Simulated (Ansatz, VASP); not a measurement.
One calculation of Mn, two programs

```xyz
3
Lattice="4.0281 0.0000 0.0000 -2.0140 3.4884 0.0000 0.0000 0.0000 2.5253" Properties=species:S:1:pos:R:3 pbc="T T T"
Mn    0.0000    0.0000    0.0000
Mn    0.0000    2.3256    1.2627
Mn    2.0140    1.1628    1.2627
```

Alike in both runs: task single point; functional revPBE; k mesh 10 × 10 × 14; occupations fermi-dirac, width 0.1 eV; no spin polarisation.

|  | VASP | Ansatz |
| --- | --- | --- |
| version | VASP 6.6.1 | Ansatz 0.2.0 |
| potentials or method | VASP PAW PBE potentials, release 64 (Mn_pv), cutoff 520 eV | plane waves (420 eV) with PAW, scalar-relativistic |
| valence electrons in the cell | 39 | 45 |

Ansatz gave:

```
pressure (GPa)                                                : -17.0
traceless stress, the component that is largest in VASP (GPa) : 0.77
```

Estimate VASP's values.

pressure (GPa): -16.8; traceless stress, the component that is largest in VASP (GPa): 0.71.

VASP's potentials were made for PBE, not for revPBE. VASP's potentials hold 39 valence electrons a cell and Ansatz's 45, so a difference there can come from the potentials and not from the codes.
